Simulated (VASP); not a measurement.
# AlP (F-43m) in VASP: settings compared, part 2 of 2

VASP 6.6.1.

## (3) G0W0 quasiparticle levels, PBE

The input, POSCAR:

```
AlP
1.0
    0.0000000000      2.7392583532      2.7392583532
    2.7392583532      0.0000000000      2.7392583532
    2.7392583532      2.7392583532      0.0000000000
Al P
1 1
Direct
    0.0000000000      0.0000000000      0.0000000000
    0.7500000000      0.7500000000      0.7500000000
```

The input, INCAR.step1:

```
SYSTEM = AlP
  PREC = Accurate
  ENCUT = 500
  EDIFF = 1E-8
  ISMEAR = 0
  SIGMA = 0.01
  LREAL = .False.
  LASPH = .True.
  NELM = 100
  ALGO = Normal
  LWAVE = .True.
  LCHARG = .False.
  GGA = PE
```

The input, INCAR.step2:

```
SYSTEM = AlP
  PREC = Accurate
  ENCUT = 500
  EDIFF = 1E-8
  ISMEAR = 0
  SIGMA = 0.01
  LREAL = .False.
  LASPH = .True.
  NELM = 1
  ALGO = Exact
  LWAVE = .True.
  LCHARG = .False.
  GGA = PE
  NBANDS = 308
  LOPTICS = .True.
  ISTART = 1
```

The input, INCAR.step3:

```
SYSTEM = AlP
  PREC = Accurate
  ENCUT = 500
  EDIFF = 1E-8
  ISMEAR = 0
  SIGMA = 0.01
  LREAL = .False.
  LASPH = .True.
  ALGO = EVGW0
  LWAVE = .False.
  LCHARG = .False.
  GGA = PE
  NELMGW = 1
  NBANDS = 308
  ENCUTGW = 200
  NOMEGA = 48
  PRECFOCK = Fast
  ISTART = 1
  NBANDSGW = 12
```

The input, KPOINTS:

```
regular mesh
0
Gamma
  6 6 6
  0 0 0
```

Potentials or basis: VASP PAW PBE potentials, release 64 (Al_GW, P_GW).

Command:

```console
cat potpaw_PBE.64/Al_GW/POTCAR potpaw_PBE.64/P_GW/POTCAR > POTCAR
cp INCAR.step1 INCAR
mpirun -np 1 vasp_std > vasp.out
cp INCAR.step2 INCAR
mpirun -np 1 vasp_std > vasp.out
cp INCAR.step3 INCAR
mpirun -np 1 vasp_std > vasp.out
```

OUTCAR:

```text
SYSTEM = AlP
   PREC = Accurate
   ENCUT = 500
   EDIFF = 1E-8
   ISMEAR = 0
   LREAL = .False.
   LASPH = .True.
   GGA = PE
   NELMGW = 1
   ENCUTGW = 200
   PRECFOCK = Fast
   ISTART = 1

 ion  position               nearest neighbor table
   1  0.000  0.000  0.000-   2 2.37   2 2.37   2 2.37   2 2.37
   2  0.750  0.750  0.750-   1 2.37   1 2.37   1 2.37   1 2.37

  LATTYP: Found a face centered cubic cell.
 ALAT       =     5.4785167064

  Lattice vectors:

 A1 = (   0.0000000000,   2.7392583532,   2.7392583532)
 A2 = (   2.7392583532,   0.0000000000,   2.7392583532)
 A3 = (   2.7392583532,   2.7392583532,   0.0000000000)

Analysis of symmetry for initial positions (statically):
=====================================================================
 Subroutine PRICEL returns:
 Original cell was already a primitive cell.

 Routine SETGRP: Setting up the symmetry group for a
 face centered cubic supercell.

 Subroutine GETGRP returns: Found 24 space group operations
 (whereof 24 operations were pure point group operations)
 out of a pool of 48 trial point group operations.

The static configuration has the point symmetry T_d .

Analysis of symmetry for dynamics (positions and initial velocities):
=====================================================================
 Subroutine PRICEL returns:
 Original cell was already a primitive cell.

 Routine SETGRP: Setting up the symmetry group for a
 face centered cubic supercell.
[... 110 lines left out ...]
   EFERMI =   0.00;   METHOD = LEGACY
   ISMEAR =     0;   SIGMA  =   0.01  broadening in eV -4-tet -1-fermi 0-gaus
   EFERMI_NEDOS =   21; number of points for ismear=-14 and -15
   IALGO  =     38    algorithm
   IMIX   =      4    mixing-type and parameters
     AMIX     =   0.40;   BMIX     =  1.00
     AMIX_MAG =   1.60;   BMIX_MAG =  1.00
  volume/ion in A,a.u.               =      20.55       138.71
  Fermi-wavevector in a.u.,A,eV,Ry     =   0.948699  1.792781 12.245652  0.900030
  Thomas-Fermi vector in A             =   2.076912
   LORBIT       =      0    0 simple, 1 ext, 2 COOP (PROOUT), +10 PAW based schemes
   GGA     = PE    functional components
   LHFCALC =     T    Hartree Fock is set to
   PRECFOCK=fast      Normal, Fast or Accurate (Low or Medium for compatibility)
   ENCUT4O =  -1.0   cutoff for four orbital integrals eV
   NKREDX  =     1    reduce k-point grid by
   NKREDY  =     1    reduce k-point grid by
   NKREDZ  =     1    reduce k-point grid by
   AEXX    =    1.0000 exact exchange contribution
   HFSCREEN=    0.0000 screening length (either q_TF or 0.3 A-1)
   HFSCREENC=   0.0000 screening length for correlation (either q_TF or 0.3 A-1)
   ENCUTFOCK=  -1.0 apply spherical cutoff to Coloumb kernel
   IVDW    =     0    specifies the selected vdW correction
   LEPSILON=     F    determine dielectric tensor
   LRPA    =     F    only Hartree local field effects (RPA)
   LRPAFORCE           =     F    calculate RPA forces
   ENCUTGW             = 200.0    cutoff for response function in eV
   ENCUTGWSOFT         = 160.0    soft cutoff for Coulomb kernel in GW response function in eV
   ENCUTLF             =  -1.0    cutoff for local field effects
   NELMGW              =     1    number of iterations in solving QP/BSE equation
   NELMHF              =     1    number of iterations in the inner HF iteration
   NKREDLFX            =     1    NKREDLFY  =   1   NKREDLFZ  =   1
 non-spin polarized calculation
 Gauss-broadening in eV      SIGMA  =   0.01
  energy-cutoff  :      500.00
  volume of cell :       41.11
 maximum number of plane-waves:      1056
  NGX = 16; NGY = 16; NGZ = 16
   NGX = 15   NGY = 15   NGZ = 15
 maximum number of plane-waves:       274

 QP shifts <psi_nk| G(iteration)W_0 |psi_nk>: iteration 1
 for sc-GW calculations column KS-energies equals QP-energies in previous step
 and V_xc(KS)=  KS-energies - (<T + V_ion + V_H > + <T+V_H+V_ion>^1  + <V_x>^1)

 k-point   1 :       0.0000    0.0000    0.0000
  band No.  KS-energies  QP-energies   sigma(KS)   V_xc(KS)     V^pw_x(r,r')   Z            occupation Imag(sigma)

      1      -7.6668      -8.3252     -12.0552     -11.0656     -18.3912       0.6654       2.0000       1.2045
      2       3.7837       2.9912     -12.9826     -11.9367     -13.9349       0.7578       2.0000       0.0040
      3       3.7837       2.9912     -12.9826     -11.9367     -13.9349       0.7578       2.0000       0.0040
      4       3.7837       2.9912     -12.9826     -11.9367     -13.9349       0.7578       2.0000       0.0040
      5       6.9959       7.1836      -9.8892     -10.1333      -5.6794       0.7685       0.0000      -0.1217
      6       8.3255       8.5901      -9.2794      -9.6278      -4.8960       0.7596       0.0000      -0.1181
      7       8.3255       8.5901      -9.2794      -9.6278      -4.8960       0.7596       0.0000      -0.1181
      8       8.3255       8.5901      -9.2794      -9.6278      -4.8960       0.7596       0.0000      -0.1181
      9      12.5819      12.8810      -9.4950      -9.8985      -4.1512       0.7412       0.0000      -0.2318
     10      12.5819      12.8810      -9.4950      -9.8985      -4.1512       0.7412       0.0000      -0.2318
     11      14.0049      13.9453      -7.8407      -7.7615      -2.3037       0.7523       0.0000      -0.3642
     12      16.0078      15.9424      -8.0946      -8.0071      -2.1008       0.7481       0.0000      -0.6161
[... 228 lines left out ...]
      1      -5.3236      -5.9496     -13.0709     -12.1574     -18.5113       0.6853       2.0000       0.7795
      2      -1.2316      -2.0144     -11.5009     -10.3751     -14.6076       0.6953       2.0000       0.1760
      3       0.9082       0.0538     -11.6845     -10.5104     -13.6881       0.7277       2.0000       0.0444
      4       1.1473       0.3145     -11.5285     -10.3925     -13.3562       0.7331       2.0000       0.0351
      5       7.1031       7.1641      -8.9939      -9.0731      -4.9353       0.7706       0.0000      -0.1142
      6       8.0791       8.2830      -9.3856      -9.6523      -5.0833       0.7644       0.0000      -0.1180
      7      11.3916      11.5547      -9.3280      -9.5500      -3.9178       0.7348       0.0000      -0.2330
      8      11.7334      11.9662      -9.9458     -10.2633      -4.5491       0.7335       0.0000      -0.2265
      9      14.9525      15.0451      -9.8442      -9.9732      -3.3683       0.7176       0.0000      -0.5269
     10      15.6195      15.9297     -10.6853     -11.1117      -4.2637       0.7272       0.0000      -0.5431
     11      16.9780      17.0431      -9.7707      -9.8592      -3.2308       0.7357       0.0000      -0.6959
     12      17.7139      17.9679     -10.2858     -10.6328      -3.6260       0.7319       0.0000      -0.7450
```

OUTCAR.step1:

```text
SYSTEM = AlP
   PREC = Accurate
   ENCUT = 500
   EDIFF = 1E-8
   ISMEAR = 0
   LREAL = .False.
   LASPH = .True.
[... 385 lines left out ...]
      0.00000      0.00000      0.00000        -0.000000     -0.000000      0.000000
      4.10889      4.10889      4.10889         0.000000      0.000000     -0.000000
 -----------------------------------------------------------------------------------
    total drift:                                0.000001      0.000001      0.000001

  FREE ENERGIE OF THE ION-ELECTRON SYSTEM (eV)
  ---------------------------------------------------
  free  energy   TOTEN  =       -10.3698305543 eV

  energy  without entropy=      -10.3698305543  energy(sigma->0) =      -10.36983055
```

Wall time 30 min (1 thread of Intel Xeon 8259CL, shared host); peak memory 1.6 GiB.

What came out:

- Quasiparticle gap: 2.42 eV
- Least direct quasiparticle gap: 4.19 eV
- Band gap of the starting levels on the mesh: 1.60 eV
- Least direct gap of the starting levels on the mesh: 3.21 eV

Caveat: bands, screening cutoff and mesh are small and nothing is extrapolated, so the quasiparticle values aren't converged.
